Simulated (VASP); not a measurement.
Set up this calculation in VASP 6.6.1, as the native input.

* Task: single point
* Functional: LDA
* Potentials or basis: VASP PAW LDA potentials, release 64 (Tc_pv)
* Cutoff: 520 eV
* k mesh: 12 × 12 × 12
* Occupations: fermi-dirac, width 0.1 eV
* Spin: no spin polarisation
* Dipole correction: no
* Further INCAR settings: ALGO = Normal; EDIFF = 1e-07; NBANDS = 12

The structure of Tc lies in POSCAR:

```
Tc
1.0
    0.0000000000      1.8965482111      1.8965482111
    1.8965482111      0.0000000000      1.8965482111
    1.8965482111      1.8965482111      0.0000000000
Tc
1
Direct
    0.0000000000      0.0000000000      0.0000000000
```

This isn't the form of Tc at room conditions, which is hcp.

One way to write it, as run:

INCAR

```
PREC     = Accurate       # precision mode
ENCUT    = 520            # plane-wave cutoff, eV
EDIFF    = 1E-7           # SCF threshold, eV
ISMEAR   = -1             # smearing method
SIGMA    = 0.1            # smearing width, eV
LREAL    = False          # projectors in reciprocal space
LASPH    = True           # aspherical terms in the spheres
NELM     = 60             # most SCF steps
ALGO     = Normal         # electronic algorithm
ISIF     = 2              # what is computed and relaxed
LWAVE    = False          # write WAVECAR
LCHARG   = False          # write CHGCAR
GGA      = CA             # functional
NBANDS   = 12             # bands
```

KPOINTS

```
regular mesh
0
Gamma
  12 12 12
```

Potentials or basis: VASP PAW LDA potentials, release 64 (Tc_pv).

Command:

```sh
$ cat potpaw_LDA.64/Tc_pv/POTCAR > POTCAR
$ mpirun -np 1 vasp_std > vasp.out
```

Results of the run:

```json
{
  "Pressure": "5.1 GPa",
  "Band gap on the k mesh": "zero (an odd number of electrons rules out a gap without spin polarisation)"
}
```

Caveat: the cell stands under pressure.

Run time: 4.8 s on 1 thread of Oxide Virtual Turin-like Processor (shared host), peak memory 0.09 GiB.
